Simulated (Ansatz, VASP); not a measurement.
**One calculation of CuI, two programs**

File POSCAR:

```
CuI
1.0
    0.0000000000      3.0120429050      3.0120429050
    3.0120429050      0.0000000000      3.0120429050
    3.0120429050      3.0120429050      0.0000000000
Cu I
1 1
Direct
    0.2500000000      0.2500000000      0.2500000000
    0.0000000000      0.0000000000      0.0000000000
```

File INCAR.step1:

```
SYSTEM = CuI
PREC = Accurate
ENCUT = 520
EDIFF = 1E-5
ISMEAR = 0
SIGMA = 0.01
LREAL = .FALSE.
LASPH = .TRUE.
NELM = 100
ALGO = Normal
ISIF = 2
LWAVE = .TRUE.
LCHARG = .FALSE.
NBANDS = 16
GGA = PE
```

File INCAR.step2:

```
SYSTEM = CuI
PREC = Accurate
ENCUT = 520
EDIFF = 1E-7
ISMEAR = 0
SIGMA = 0.01
LREAL = .FALSE.
LASPH = .TRUE.
NELM = 100
ALGO = Normal
ISIF = 2
LWAVE = .FALSE.
LCHARG = .FALSE.
GGA = PE
LHFCALC = .TRUE.
AEXX = 0.05
HFSCREEN = 0.1
PRECFOCK = Normal
NBANDS = 16
ISTART = 1
```

File KPOINTS:

```
regular mesh
0
G
  4 4 4
  0 0 0
```

Input for Ansatz:

```yaml
crystal:
  lattice:
    - [0.0, 3.012042905, 3.012042905]
    - [3.012042905, 0.0, 3.012042905]
    - [3.012042905, 3.012042905, 0.0]
  atoms:
    - { symbol: Cu, position: [0.25, 0.25, 0.25] }
    - { symbol: I, position: [0.0, 0.0, 0.0] }
kpoints:
  mp_grid: { grid: [4, 4, 4] }
hamiltonian:
  xc: { exchange: pbe, correlation: pbe, exx: { coeff: 0.05, omega: 0.1 } }
scf:
  occupations: { method: fixed }
  n_extra_bands: 4
output:
  forces: true
  stress: true
  eigenvalues: true
```

Alike in both runs: task single point; functional PBE-based screened hybrid; k mesh 4 × 4 × 4; no spin polarisation.

|  | VASP | Ansatz |
| --- | --- | --- |
| version | VASP 6.6.1 | Ansatz 0.2.0 |
| potentials or method | VASP PAW PBE potentials, release 64 (Cu, I) | plane waves |
| plane-wave cutoff (eV) | 520 | 420 |
| occupations | gaussian, width 0.01 eV | fixed |
| valence electrons in the cell | 18 | 36 |

```csv
,VASP,Ansatz,Ansatz less VASP
gap on the k mesh at the Fermi level (eV),1.54,1.53,-0.011
pressure (GPa),1.4,1.4,-0.01
```

VASP's potentials were made for PBE, not for PBE-based screened hybrid. VASP's potentials hold 18 valence electrons a cell and Ansatz's 36, so a difference there can come from the potentials and not from the codes. Ansatz's warnings: stress exchange threshold loose, stress scf threshold loose.

The k mesh is coarse, so the values compare programs but aren't converged. Spin-orbit coupling is off throughout.
